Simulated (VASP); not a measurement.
# AlN in VASP: notebook

The runs below take AlN through single point, molecular dynamics, with PBE.

Program: VASP 6.6.1. These are calculated values, not measurements. Logs are shortened: lines on timing, memory, paths and dates and some standing lists are left out, and cuts for length are marked.

## Step 1: The cell of the first run

The cell holds an amorphous packing of atoms, 14 atoms: a = 5.226 Å, b = 5.611 Å, c = 5.505 Å, α = 86.11°, β = 90.29°, γ = 88.41°.

## Step 2: Single point, PBE

INCAR reads:

```
SYSTEM = AlN
  ALGO = Normal
  EDIFF = 1E-6
  ENCUT = 520
  GGA = PE
  ISIF = 2
  ISMEAR = -1
  ISYM = 0
  LASPH = .TRUE.
  LCHARG = .FALSE.
  LREAL = .FALSE.
  LWAVE = .FALSE.
  NBANDS = 41
  NELM = 100
  PREC = Accurate
  SIGMA = 0.05
```

KPOINTS reads:

```
k-points
0
G
  1 1 1
  0 0 0
```

POSCAR reads:

```
AlN
1.0
    5.2253880000      0.0754520000     -0.0146810000
    0.0754520000      5.6076760000      0.1886370000
   -0.0146810000      0.1886370000      5.5019230000
Al N
7 7
Direct
    0.4158966101      0.8195974574      0.1776734012
    0.0838873476      0.5145220159      0.5373377019
    0.9535691733      0.1068142284      0.8022111966
    0.4464912848      0.4068165122     -0.0338313909
    0.9463318835      0.5965332529      1.0787340817
    0.4479127560      0.0261572129      0.6034707481
    0.8989532042      0.0630810090      0.2892768800
    0.0771233164      0.7693773968      0.7885236132
    0.2532372676      0.5105938103      0.2427153000
    0.7572414658      0.7676310825      0.2751698701
    0.4066416474      0.7568325924      0.8324989783
    0.7860169825      0.3135519672      1.0343867068
    0.2679276507      0.2606832694      0.7297190339
    0.7534872987      0.1719978616      0.5466297486
```

Potentials or basis: VASP PAW PBE potentials, release 64 (Al, N).

The run is started by

```bash
> cat potpaw_PBE.64/Al/POTCAR potpaw_PBE.64/N/POTCAR > POTCAR
> mpirun -np 1 vasp_gam > vasp.out
```

OUTCAR:

```text
SYSTEM = AlN
   EDIFF = 1E-6
   ENCUT = 520
   GGA = PE
   ISIF = 2
   ISMEAR = -1
   ISYM = 0
   LASPH = .TRUE.
   LREAL = .FALSE.
   NELM = 100
   PREC = Accurate

 ion  position               nearest neighbor table
   1  0.416  0.820  0.178-  10 1.87  11 1.96   9 1.96   4 2.66   6 2.69   5 2.85   7 2.98   5 3.08
                             7 3.08   2 3.10   6 3.30
   2  0.084  0.515  0.537-   9 1.85  13 1.95   8 2.06  10 2.56   5 2.63   3 2.73   4 3.04   1 3.10
                             5 3.13   7 3.13   6 3.29
   3  0.954  0.107  0.802-  14 1.76  13 1.91  12 1.98   8 1.99   7 2.69   2 2.73   6 2.85   7 2.86
                             6 2.91   5 3.15   5 3.23   4 3.26   4 3.27
   4  0.446  0.407  0.966-  13 1.85  12 1.87   9 1.94  11 2.05   1 2.66   5 2.88   5 2.93   6 3.02
                             2 3.04   3 3.26   3 3.27
   5  0.946  0.597  0.079-  10 1.78  12 1.85   9 1.87   8 1.95   2 2.63   1 2.85   4 2.88   4 2.93
                             7 2.94   1 3.08   2 3.13   3 3.15   7 3.15   3 3.23
   6  0.448  0.026  0.603-  13 1.78  14 1.83  11 1.92   1 2.69   3 2.85   3 2.91   7 2.93   4 3.02
                             2 3.29   1 3.30   7 3.34
   7  0.899  0.063  0.289-  14 1.75  10 1.84  12 1.99   3 2.69   3 2.86   6 2.93   5 2.94   1 2.98
                             1 3.08   2 3.13   5 3.15   6 3.34
   8  0.077  0.769  0.789-  11 1.74   5 1.95   3 1.99   2 2.06
   9  0.253  0.511  0.243-   2 1.85   5 1.87   4 1.94   1 1.96
  10  0.757  0.768  0.275-   5 1.78   7 1.84   1 1.87   2 2.56
  11  0.407  0.757  0.832-   8 1.74   6 1.92   1 1.96   4 2.05
  12  0.786  0.314  0.034-   5 1.85   4 1.87   3 1.98   7 1.99
  13  0.268  0.261  0.730-   6 1.78   4 1.85   3 1.91   2 1.95
  14  0.753  0.172  0.547-   7 1.75   3 1.76   6 1.83

IMPORTANT INFORMATION: All symmetrisations will be switched off!
NOSYMM: (Re-)initialisation of all symmetry stuff for point group C_1.

----------------------------------------------------------------------------------------

                                     Primitive cell

  volume of cell :     161.0000

  direct lattice vectors                    reciprocal lattice vectors
     5.225388000  0.075452000 -0.014681000     0.191412514 -0.002595655  0.000599747
     0.075452000  5.607676000  0.188637000    -0.002595655  0.178568100 -0.006129249
    -0.014681000  0.188637000  5.501923000     0.000599747 -0.006129249  0.181966379

  length of vectors
     5.225953338  5.611355188  5.505175397     0.191431052  0.178692114  0.182070565

  position of ions in fractional coordinates (direct lattice)
     0.415896610  0.819597457  0.177673401
     0.083887348  0.514522016  0.537337702
     0.953569173  0.106814228  0.802211197
     0.446491285  0.406816512  0.966168609
     0.946331884  0.596533253  0.078734082
     0.447912756  0.026157213  0.603470748
     0.898953204  0.063081009  0.289276880
     0.077123316  0.769377397  0.788523613
     0.253237268  0.510593810  0.242715300
     0.757241466  0.767631083  0.275169870
     0.406641647  0.756832592  0.832498978
     0.786016983  0.313551967  0.034386707
     0.267927651  0.260683269  0.729719034
     0.753487299  0.171997862  0.546629749

  ion indices of the primitive-cell ions
   primitive index   ion index
                 1           1
                 2           2
                 3           3
                 4           4
                 5           5
                 6           6
                 7           7
                 8           8
                 9           9
                10          10
                11          11
                12          12
                13          13
                14          14

----------------------------------------------------------------------------------------

 KPOINTS: k-points

Automatic generation of k-mesh.
 Grid dimensions read from file:
 generate k-points for:    1    1    1

 Generating k-lattice:

  Cartesian coordinates                     Fractional coordinates (reciprocal lattice)
     0.191412514 -0.002595655  0.000599747     1.000000000  0.000000000  0.000000000
    -0.002595655  0.178568100 -0.006129249     0.000000000  1.000000000  0.000000000
     0.000599747 -0.006129249  0.181966379    -0.000000000  0.000000000  1.000000000

  Length of vectors
     0.191431052  0.178692114  0.182070565

  Shift w.r.t. Gamma in fractional coordinates (k-lattice)
     0.000000000  0.000000000  0.000000000

 Subroutine IBZKPT returns following result:
 ===========================================

 Found      1 irreducible k-points:

 Following reciprocal coordinates:
            Coordinates               Weight
  0.000000  0.000000  0.000000      1.000000
   k-points           NKPTS =      1   k-points in BZ     NKDIM =      1   number of bands    NBANDS=     41
   number of dos      NEDOS =    301   number of ions     NIONS =     14
   total plane-waves  NPLWV =  70560
   dimension x,y,z NGX =    40 NGY =   42 NGZ =   42
   dimension x,y,z NGXF=    80 NGYF=   84 NGZF=   84
   ions per type =               7   7
   NGX,Y,Z   is equivalent  to a cutoff of  12.72, 12.44, 12.68 a.u.
   NGXF,Y,Z  is equivalent  to a cutoff of  25.45, 24.89, 25.37 a.u.
 SYSTEM =  AlN
   PREC   = accura    normal or accurate (medium, high low for compatibility)
   ISTART =      0    job   : 0-new  1-cont  2-samecut
   ICHARG =      2    charge: 1-file 2-atom 10-const
   ISPIN  =      1    spin polarized calculation?
   LNONCOLLINEAR =      F non collinear calculations
   LSORBIT =      F    spin-orbit coupling
   LASPH  =      T    aspherical Exc in radial PAW
   ENCUT  =  520.0 eV  38.22 Ry    6.18 a.u.   9.72 10.43 10.24*2*pi/ulx,y,z
   NELM   =    100;   NELMIN=  2; NELMDL= -5     # of ELM steps
   EDIFF  = 0.1E-05   stopping-criterion for ELM
   LREAL  =      F    real-space projection
   EDIFFG = 0.1E-04   stopping-criterion for IOM
   NSW    =      0    number of steps for IOM
   IBRION =     -1    ionic relax: 0-MD 1-quasi-New 2-CG
   NFREE  =      0    steps in history (QN), initial steepest desc. (CG)
   ISIF   =      2    stress and relaxation
   ISYM   =      0    0-nonsym 1-usesym 2-fastsym
   POTIM  = 0.5000    time-step for ionic-motion
   TEBEG  =    0.0;   TEEND  =   0.0 temperature during run
   PSTRESS=    0.0 pullay stress
   NELECT =      56.0000    total number of electrons
   NUPDOWN=      -1.0000    fix difference up-down
   EMIN   =  10.00;   EMAX   =-10.00  energy-range for DOS
   EFERMI =   0.00;   METHOD = LEGACY
   ISMEAR =    -1;   SIGMA  =   0.05  broadening in eV -4-tet -1-fermi 0-gaus
   EFERMI_NEDOS =   21; number of points for ismear=-14 and -15
   IALGO  =     38    algorithm
   IMIX   =      4    mixing-type and parameters
     AMIX     =   0.40;   BMIX     =  1.00
     AMIX_MAG =   1.60;   BMIX_MAG =  1.00
  volume/ion in A,a.u.               =      11.50        77.61
  Fermi-wavevector in a.u.,A,eV,Ry     =   1.151319  2.175677 18.034993  1.325535
  Thomas-Fermi vector in A             =   2.287977
   LORBIT       =      0    0 simple, 1 ext, 2 COOP (PROOUT), +10 PAW based schemes
   GGA     = PE    functional components
   LHFCALC =     F    Hartree Fock is set to
   AEXX    =    0.0000 exact exchange contribution
   IVDW    =     0    specifies the selected vdW correction
   LEPSILON=     F    determine dielectric tensor
   LRPA    =     F    only Hartree local field effects (RPA)
 non-spin polarized calculation
  energy-cutoff  :      520.00
  volume of cell :      161.00
 maximum number of plane-waves:      2170
 NGX is ok and might be reduce to    40
   NGX = 19   NGY = 21   NGZ = 21

 number of electron      56.0000003 magnetization

 Free energy of the ion-electron system (eV)
  ---------------------------------------------------
  ext. energy  EPLUGINS =         0.00000000
  ---------------------------------------------------
  free energy    TOTEN  =       -95.76689983 eV

  energy without entropy =      -95.76689983  energy(sigma->0) =      -95.76689983

 E-fermi :   6.8471     XC(G=0): -10.4920

 val. band max:        5.5973405000   @ k =   0.0000   0.0000   0.0000
 cond. band min:       8.7738343793   @ k =   0.0000   0.0000   0.0000
 fundamental gap:      3.1764938793
 Fermi energy:         6.8470532472

 k-point     1 :       0.0000    0.0000    0.0000
  band No.  band energies     occupation
      1     -10.9919      2.00000
      2      -8.9269      2.00000
      3      -8.2365      2.00000
      4      -7.8051      2.00000
      5      -7.4153      2.00000
      6      -6.9857      2.00000
      7      -6.5477      2.00000
      8      -1.1585      2.00000
      9      -0.7917      2.00000
     10      -0.0914      2.00000
     11       0.3161      2.00000
     12       0.9254      2.00000
     13       1.0853      2.00000
     14       1.4436      2.00000
     15       1.8588      2.00000
     16       2.2202      2.00000
     17       2.4826      2.00000
     18       3.0048      2.00000
     19       3.2943      2.00000
     20       3.3731      2.00000
     21       3.6863      2.00000
     22       4.0358      2.00000
     23       4.2212      2.00000
     24       4.2833      2.00000
     25       4.5366      2.00000
     26       4.6103      2.00000
     27       4.9963      2.00000
     28       5.5973      2.00000
     29       8.7738      0.00000
     30       9.1943      0.00000
     31       9.6544      0.00000
     32      10.0887      0.00000
     33      10.8493      0.00000
     34      11.5767      0.00000
     35      11.7141      0.00000
     36      12.1019      0.00000
     37      12.6104      0.00000
     38      13.0289      0.00000
     39      13.3405      0.00000
     40      13.9432      0.00000
 [bands above 40 left out]

------------------------ aborting loop because EDIFF is reached ----------------------------------------

  FORCE on cell =-STRESS in cart. coord.  units (eV):
  Direction    XX          YY          ZZ          XY          YZ          ZX
  --------------------------------------------------------------------------------------
  -------------------------------------------------------------------------------------
  Total       -4.2556578     -4.0495734     11.0412929      1.4373465      4.9183638     -0.7864591
  in kB      -42.3498000    -40.2989696    109.8764444     14.3036263     48.9446603     -7.8263780
  external PRESSURE =       9.0758916 kB  Pullay stress =       0.0000000 kB

 VOLUME and BASIS-vectors are now :
 -----------------------------------------------------------------------------
  energy-cutoff  :      520.00
  volume of cell :      161.00
      direct lattice vectors                 reciprocal lattice vectors
     5.225388000  0.075452000 -0.014681000     0.191412514 -0.002595655  0.000599747
     0.075452000  5.607676000  0.188637000    -0.002595655  0.178568100 -0.006129249
    -0.014681000  0.188637000  5.501923000     0.000599747 -0.006129249  0.181966379

 POSITION                                       TOTAL-FORCE (eV/Angst)
 -----------------------------------------------------------------------------------
      2.23245      4.66093      1.12605        -0.369021     -0.353776      0.359674
      0.46928      2.99296      3.05222         0.388463      0.010355      0.540514
      4.97905      0.82225      4.41985         0.767490      0.721679      0.551963
      2.34960      2.49724      5.38597         0.092909     -0.119468      0.401648
      4.98881      3.43142      0.53182         0.305651     -1.178450     -0.941200
      2.33363      0.29431      3.31861         0.835977     -0.281065     -0.745868
      4.69789      0.47613      1.59028        -0.157526      0.409667     -0.340439
      0.44947      4.46898      4.48240         0.861449     -0.293083     -0.258274
      1.35823      2.92814      1.42800        -0.317149     -0.112244      0.042403
      4.01076      4.41367      1.64765        -0.223211      1.881062      0.921486
      2.16974      4.43179      4.71714        -0.603040      0.233356      0.130554
      4.13040      1.82409      0.23680         0.693807     -1.685925     -0.637213
      1.40898      1.61969      4.06010        -2.441320      0.924617      0.577999
      3.94222      1.12448      3.02890         0.165521     -0.156726     -0.603246
 -----------------------------------------------------------------------------------
    total drift:                                0.000677      0.000307      0.000465

  FREE ENERGIE OF THE ION-ELECTRON SYSTEM (eV)
  ---------------------------------------------------
  free  energy   TOTEN  =       -95.7668998267 eV

  energy  without entropy=      -95.7668998266  energy(sigma->0) =      -95.76689983
```

Wall time 35 s (1 thread of Intel Xeon 8259CL, shared host); peak memory 0.23 GiB.

Results:

```
Free energy            : -95.7669 eV
Pressure               : 0.9 GPa
Largest force          : 2.674 eV/Å
Band gap on the k mesh : 3.18 eV
```

Forces in eV/Å, atoms in the order of the input:
```
Al  -0.369 -0.354  0.360
Al   0.388  0.010  0.541
Al   0.767  0.722  0.552
Al   0.093 -0.119  0.402
Al   0.306 -1.178 -0.941
Al   0.836 -0.281 -0.746
Al  -0.158  0.410 -0.340
N    0.861 -0.293 -0.258
N   -0.317 -0.112  0.042
N   -0.223  1.881  0.921
N   -0.603  0.233  0.131
N    0.694 -1.686 -0.637
N   -2.441  0.925  0.578
N    0.166 -0.157 -0.603
```

Caveat: the k points lie up to 1.20 Å⁻¹ apart.

[end of part 1 of 3]
